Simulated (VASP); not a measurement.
CaSe:

```
CELL_PARAMETERS angstrom
0.00000 3.27956 3.27956
3.27956 0.00000 3.27956
3.27956 3.27956 0.00000
ATOMIC_POSITIONS crystal
Ca 0.00000 0.00000 0.00000
Se 0.25000 0.25000 0.25000
```

Base run:

- Program: VASP 6.6.1
- Functional: PBE-based global hybrid with 100 % exact exchange
- Potentials or basis: VASP PAW PBE potentials, release 64 (Ca_sv, Se)
- Cutoff: 520 eV
- k mesh: 4 × 4 × 4
- Occupations: gaussian, width 0.01 eV
- Spin: no spin polarisation

Its results: band gap on the k mesh 9.91 eV (least direct gap 9.95 eV); pressure -0.8 GPa.

Problem. The run is repeated on the same cell with these changes: functional from PBE-based global hybrid with 100 % exact exchange to PBE-based global hybrid with 40 % exact exchange; share of exact exchange from 1 to 0.4. What comes out?

Solution. Band gap on the k mesh 5.77 eV (least direct gap 5.84 eV); pressure 0.0 GPa.

Caveats: the PAW data sets were made with another functional, which shifts forces and pressure a little.

A k mesh can miss the band edges.
